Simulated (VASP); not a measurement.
# C (P-1) in VASP: further runs

The runs below take C through single point, with PBEsol+D3(BJ).

Everything below comes from runs of VASP 6.6.1. Logs are shortened: lines on timing, memory, paths and dates and some standing lists are left out, and cuts for length are marked.

**1. The cell of the first run**

The typed cell holds 2 atoms: a = 3.637 Å, b = 3.637 Å, c = 3.637 Å, α = 40.19°, β = 40.19°, γ = 40.19°.

**2. Single point, PBEsol+D3(BJ) (atoms displaced along a vibrational mode, the cell strained)**

File INCAR:

```
ALGO = Normal
EDIFF = 1E-6
ENCUT = 520
GGA = PS
ISIF = 2
ISMEAR = 0
IVDW = 12
LASPH = True
LCHARG = True
LELF = True
LREAL = False
LVHAR = True
LWAVE = False
NBANDS = 11
NELM = 100
PREC = Accurate
SIGMA = 0.05
```

File KPOINTS:

```
k-points
0
Gamma
  15 15 15
```

File POSCAR:

```
C
1.0
    1.2496570437      0.7214898306      3.3384014311
   -1.2496570437      0.7214898306      3.3384014311
    0.0000000000     -1.4429796611      3.3384014311
C
2
Direct
    0.1421760251      0.1909910183      0.1665835217
    0.8578239749      0.8090089817      0.8334164783
```

Potentials or basis: VASP PAW PBE potentials, release 64 (C).

On the command line:

```
cat potpaw_PBE.64/C/POTCAR > POTCAR
mpirun -np 1 vasp_std > vasp.out
```

OUTCAR:

```text
EDIFF = 1E-6
   ENCUT = 520
   GGA = PS
   ISIF = 2
   ISMEAR = 0
   IVDW = 12
   LASPH = True
   LREAL = False
   NELM = 100
   PREC = Accurate
 IVDW          = 12

 ion  position               nearest neighbor table
   1  0.142  0.191  0.167-   2 1.34   2 1.45   2 1.55
   2  0.858  0.809  0.833-   1 1.34   1 1.45   1 1.55

  LATTYP: Found a trigonal (rhomboedric) cell.
 ALAT       =     3.6369100096
 COS(alpha) =     0.7638725005

  Lattice vectors:

 A1 = (   1.2496570437,   0.7214898306,   3.3384014311)
 A2 = (  -1.2496570437,   0.7214898306,   3.3384014311)
 A3 = (   0.0000000000,  -1.4429796611,   3.3384014311)

Analysis of symmetry for initial positions (statically):
=====================================================================
 Subroutine PRICEL returns:
 Original cell was already a primitive cell.

 Routine SETGRP: Setting up the symmetry group for a
 trigonal (rhombohedral) supercell.

 Subroutine GETGRP returns: Found  2 space group operations
 (whereof  2 operations were pure point group operations)
 out of a pool of 12 trial point group operations.

The static configuration has the point symmetry S_2 .

Analysis of symmetry for dynamics (positions and initial velocities):
=====================================================================
 Subroutine PRICEL returns:
 Original cell was already a primitive cell.

 Routine SETGRP: Setting up the symmetry group for a
 trigonal (rhombohedral) supercell.

 Subroutine GETGRP returns: Found  2 space group operations
 (whereof  2 operations were pure point group operations)
 out of a pool of 12 trial point group operations.

The dynamic configuration has the point symmetry S_2 .

 Subroutine INISYM returns: Found  2 space group operations
 (whereof  2 operations are pure point group operations),
 and found     1 'primitive' translations

----------------------------------------------------------------------------------------

                                     Primitive cell

  volume of cell :      18.0597

  direct lattice vectors                    reciprocal lattice vectors
     1.249657044  0.721489831  3.338401431     0.400109776  0.231003487  0.099848188
    -1.249657044  0.721489831  3.338401431    -0.400109776  0.231003487  0.099848188
     0.000000000 -1.442979661  3.338401431     0.000000000 -0.462006974  0.099848188

  length of vectors
     3.636910010  3.636910010  3.636910010     0.472673359  0.472673359  0.472673359

  position of ions in fractional coordinates (direct lattice)
     0.142176025  0.190991018  0.166583522
     0.857823975  0.809008982  0.833416478

  ion indices of the primitive-cell ions
   primitive index   ion index
                 1           1
                 2           2

----------------------------------------------------------------------------------------

 KPOINTS: k-points

Automatic generation of k-mesh.
 Grid dimensions read from file:
 generate k-points for:   15   15   15

 Generating k-lattice:

  Cartesian coordinates                     Fractional coordinates (reciprocal lattice)
     0.026673985  0.015400232  0.006656546     0.066666667  0.000000000  0.000000000
    -0.026673985  0.015400232  0.006656546     0.000000000  0.066666667  0.000000000
     0.000000000 -0.030800465  0.006656546     0.000000000  0.000000000  0.066666667

  Length of vectors
     0.031511557  0.031511557  0.031511557

  Shift w.r.t. Gamma in fractional coordinates (k-lattice)
     0.000000000  0.000000000  0.000000000

 Subroutine IBZKPT returns following result:
 ===========================================

 Found   1688 irreducible k-points:

 Following reciprocal coordinates:
            Coordinates               Weight
  0.000000  0.000000  0.000000      1.000000
  0.066667  0.000000  0.000000      2.000000
  0.000000  0.066667  0.000000      2.000000
  0.000000  0.000000  0.066667      2.000000
  0.133333  0.000000  0.000000      2.000000
  0.000000  0.133333  0.000000      2.000000
[... 16 lines left out ...]
  0.066667  0.066667  0.000000      2.000000
 -0.066667 -0.000000 -0.066667      2.000000
 [... further k-points ...]
   k-points           NKPTS =   1688   k-points in BZ     NKDIM =   1688   number of bands    NBANDS=     11
   number of dos      NEDOS =    301   number of ions     NIONS =      2
   total plane-waves  NPLWV =  21952
   dimension x,y,z NGX =    28 NGY =   28 NGZ =   28
   dimension x,y,z NGXF=    56 NGYF=   56 NGZF=   56
   ions per type =               2
   NGX,Y,Z   is equivalent  to a cutoff of  12.80, 12.80, 12.80 a.u.
   NGXF,Y,Z  is equivalent  to a cutoff of  25.60, 25.60, 25.60 a.u.
 SYSTEM =  unknown system
   PREC   = accura    normal or accurate (medium, high low for compatibility)
   ISTART =      0    job   : 0-new  1-cont  2-samecut
   ICHARG =      2    charge: 1-file 2-atom 10-const
   ISPIN  =      1    spin polarized calculation?
   LNONCOLLINEAR =      F non collinear calculations
   LSORBIT =      F    spin-orbit coupling
   LASPH  =      T    aspherical Exc in radial PAW
   ENCUT  =  520.0 eV  38.22 Ry    6.18 a.u.   6.76  6.76  6.76*2*pi/ulx,y,z
   NELM   =    100;   NELMIN=  2; NELMDL= -5     # of ELM steps
   EDIFF  = 0.1E-05   stopping-criterion for ELM
   LREAL  =      F    real-space projection
   EDIFFG = 0.1E-04   stopping-criterion for IOM
   NSW    =      0    number of steps for IOM
   IBRION =     -1    ionic relax: 0-MD 1-quasi-New 2-CG
   NFREE  =      0    steps in history (QN), initial steepest desc. (CG)
   ISIF   =      2    stress and relaxation
   ISYM   =      2    0-nonsym 1-usesym 2-fastsym
   POTIM  = 0.5000    time-step for ionic-motion
   TEBEG  =    0.0;   TEEND  =   0.0 temperature during run
   PSTRESS=    0.0 pullay stress
   NELECT =       8.0000    total number of electrons
   NUPDOWN=      -1.0000    fix difference up-down
   EMIN   =  10.00;   EMAX   =-10.00  energy-range for DOS
   EFERMI =   0.00;   METHOD = LEGACY
   ISMEAR =     0;   SIGMA  =   0.05  broadening in eV -4-tet -1-fermi 0-gaus
   EFERMI_NEDOS =   21; number of points for ismear=-14 and -15
   IALGO  =     38    algorithm
   IMIX   =      4    mixing-type and parameters
     AMIX     =   0.40;   BMIX     =  1.00
     AMIX_MAG =   1.60;   BMIX_MAG =  1.00
  volume/ion in A,a.u.               =       9.03        60.94
  Fermi-wavevector in a.u.,A,eV,Ry     =   1.247962  2.358305 21.189823  1.557408
  Thomas-Fermi vector in A             =   2.382070
   LORBIT       =      0    0 simple, 1 ext, 2 COOP (PROOUT), +10 PAW based schemes
   GGA     = PS    functional components
   LHFCALC =     F    Hartree Fock is set to
   AEXX    =    0.0000 exact exchange contribution
   IVDW    =    12    specifies the selected vdW correction
   LEPSILON=     F    determine dielectric tensor
   LRPA    =     F    only Hartree local field effects (RPA)
 non-spin polarized calculation
 Gauss-broadening in eV      SIGMA  =   0.05
  energy-cutoff  :      520.00
  volume of cell :       18.06
 maximum number of plane-waves:       517
   NGX = 13   NGY = 13   NGZ = 13

 number of electron       8.0000000 magnetization

 Free energy of the ion-electron system (eV)
  ---------------------------------------------------
  ext. energy  EPLUGINS =         0.00000000
  ---------------------------------------------------
  free energy    TOTEN  =       -18.88953671 eV

  energy without entropy =      -18.88951096  energy(sigma->0) =      -18.88952383

 E-fermi :   4.3326     XC(G=0): -10.4868

 val. band max:        4.2830866984   @ k =   0.0000  -0.3333   0.2667
 cond. band min:       4.3708639620   @ k =   0.2000  -0.1333   0.4667
 fundamental gap:      0.0877772636
 Fermi energy:         4.3325858890

 k-point     1 :       0.0000    0.0000    0.0000
  band No.  band energies     occupation
      1     -14.9297      2.00000
      2      -1.8976      2.00000
      3      -0.2585      2.00000
      4       3.2692      2.00000
      5       8.6584      0.00000
      6      10.1905      0.00000
      7      14.5404      0.00000
      8      15.3803      0.00000
      9      16.5556      0.00000
     10      26.1871      0.00000
     11      29.1954      0.00000

 k-point     2 :       0.0667    0.0000    0.0000
  band No.  band energies     occupation
      1     -14.8242      2.00000
      2      -1.8003      2.00000
      3      -0.4167      2.00000
      4       2.6992      2.00000
      5       8.7903      0.00000
      6      10.4817      0.00000
      7      14.9308      0.00000
      8      15.0778      0.00000
      9      16.6689      0.00000
     10      26.5129      0.00000
     11      28.0861      0.00000

 k-point     3 :       0.0000    0.0667    0.0000
  band No.  band energies     occupation
      1     -14.8267      2.00000
      2      -1.7899      2.00000
      3      -0.5642      2.00000
      4       2.9057      2.00000
      5       8.8057      0.00000
      6      10.6834      0.00000
      7      14.4617      0.00000
      8      14.9751      0.00000
      9      16.8111      0.00000
     10      26.5858      0.00000
     11      28.9471      0.00000

 k-point     4 :       0.0000    0.0000    0.0667
  band No.  band energies     occupation
      1     -14.8255      2.00000
      2      -1.7945      2.00000
      3      -0.5190      2.00000
      4       2.8864      2.00000
      5       8.8015      0.00000
      6      10.3650      0.00000
      7      14.9120      0.00000
      8      15.0555      0.00000
      9      16.6694      0.00000
     10      26.5329      0.00000
     11      28.2913      0.00000
[... 239 lines left out ...]
 k-point    22 :       0.0000    0.0000    0.4667
  band No.  band energies     occupation
      1     -10.2068      2.00000
      2      -8.2547      2.00000
      3      -1.5286      2.00000
      4       2.2729      2.00000
      5       6.5928      0.00000
      6      10.8473      0.00000
      7      15.4287      0.00000
      8      17.1921      0.00000
      9      22.4251      0.00000
     10      24.0058      0.00000
     11      24.3863      0.00000

 k-point    23 :       0.0667    0.0667    0.0000
  band No.  band energies     occupation
      1     -14.8211      2.00000
      2      -1.8324      2.00000
      3      -0.5189      2.00000
      4       2.8867      2.00000
      5       8.8754      0.00000
      6      10.3623      0.00000
      7      14.9339      0.00000
      8      15.0422      0.00000
      9      16.6577      0.00000
     10      26.5281      0.00000
     11      28.2245      0.00000

 k-point    24 :      -0.0667   -0.0000   -0.0667
  band No.  band energies     occupation
      1     -14.8223      2.00000
      2      -1.8276      2.00000
      3      -0.5610      2.00000
      4       2.9006      2.00000
      5       8.8794      0.00000
      6      10.6858      0.00000
      7      14.4414      0.00000
      8      14.9764      0.00000
      9      16.8340      0.00000
     10      26.5516      0.00000
     11      28.9601      0.00000

 [... further k-points ...]

------------------------ aborting loop because EDIFF is reached ----------------------------------------

 Edisp (eV)   -0.21990

 E8    (eV) :    -0.1069

  FORCE on cell =-STRESS in cart. coord.  units (eV):
  Direction    XX          YY          ZZ          XY          YZ          ZX
  --------------------------------------------------------------------------------------
  -------------------------------------------------------------------------------------
  Total      -0.96718    -1.30842    -0.05946    -1.15157     0.00300    -0.00566
  in kB     -85.80391  -116.07728    -5.27506  -102.16222     0.26623    -0.50228
  external pressure =      -69.05 kB  Pullay stress =        0.00 kB

 VOLUME and BASIS-vectors are now :
 -----------------------------------------------------------------------------
  energy-cutoff  :      520.00
  volume of cell :       18.06
      direct lattice vectors                 reciprocal lattice vectors
     1.249657044  0.721489831  3.338401431     0.400109776  0.231003487  0.099848188
    -1.249657044  0.721489831  3.338401431    -0.400109776  0.231003487  0.099848188
     0.000000000 -1.442979661  3.338401431     0.000000000 -0.462006974  0.099848188

 POSITION                                       TOTAL-FORCE (eV/Angst)
 -----------------------------------------------------------------------------------
     -0.06100      0.00000      1.66837         5.929371     -0.859242      0.004109
      0.06100      0.00000      8.34684        -5.929371      0.859242     -0.004109
 -----------------------------------------------------------------------------------
    total drift:                                0.000000      0.000000     -0.000000

  FREE ENERGIE OF THE ION-ELECTRON SYSTEM (eV)
  ---------------------------------------------------
  free  energy   TOTEN  =       -19.1094357049 eV

  energy  without entropy=      -19.1094099547  energy(sigma->0) =      -19.10942283
```

It took 12 min on 1 thread of Intel Xeon 8259CL, shared host; peak memory 0.4 GiB.

Results:

```
Free energy                : -19.1094 eV
Pressure                   : -6.9 GPa
Largest force              : 5.991 eV/Å
Dispersion energy per atom : -0.110 eV
```

Forces on the atoms (eV/Å):
```
C    5.929 -0.859  0.004
C   -5.929  0.859 -0.004
```

Caveat: the cell differs from its parent crystal (atoms displaced along a vibrational mode, the cell strained); the cell stands under tension; the PAW data sets were made with another functional, which shifts forces and pressure a little.

**3. Single point, PBEsol+D3(BJ) (atoms displaced along a vibrational mode, the cell strained)**

File INCAR:

```
SYSTEM = C
PREC = Accurate
ENCUT = 520
EDIFF = 1E-7
ISMEAR = 0
SIGMA = 0.05
LREAL = .FALSE.
LASPH = .TRUE.
NELM = 100
ALGO = Normal
ISIF = 2
LWAVE = .FALSE.
LCHARG = .FALSE.
GGA = PS
IVDW = 12
NBANDS = 11
```

File KPOINTS:

```
regular mesh
0
G
  15 15 15
  0 0 0
```

File POSCAR:

```
C
1.0
    1.2496570437      0.7214898306      3.3384014311
   -1.2496570437      0.7214898306      3.3384014311
    0.0000000000     -1.4429796611      3.3384014311
C
2
Direct
    0.1584476895      0.1747193539      0.1665835217
    0.8415523105      0.8252806461      0.8334164783
```

Potentials or basis: VASP PAW PBE potentials, release 64 (C).

On the command line:

```
cat potpaw_PBE.64/C/POTCAR > POTCAR
mpirun -np 1 vasp_std > vasp.out
```

Run time: 13 min. Hardware: 1 thread of Intel Xeon 8259CL, shared host; peak memory 0.4 GiB.

Results (log left out):

```yaml
Free_energy: -19.4314 eV
Pressure: -12.4 GPa
Largest_force: 1.992 eV/Å
Dispersion_energy_per_atom: -0.110 eV
```

Forces in eV/Å, atoms in the order of the input:
```
C    1.989 -0.095  0.004
C   -1.989  0.095 -0.004
```

Stress tensor (GPa, compression positive):
```
-18.10  -3.22  -0.02
 -3.22 -18.47  -0.01
 -0.02  -0.01  -0.50
```

Caveat: the cell differs from its parent crystal (atoms displaced along a vibrational mode, the cell strained); the cell stands under tension; the PAW data sets were made with another functional, which shifts forces and pressure a little.
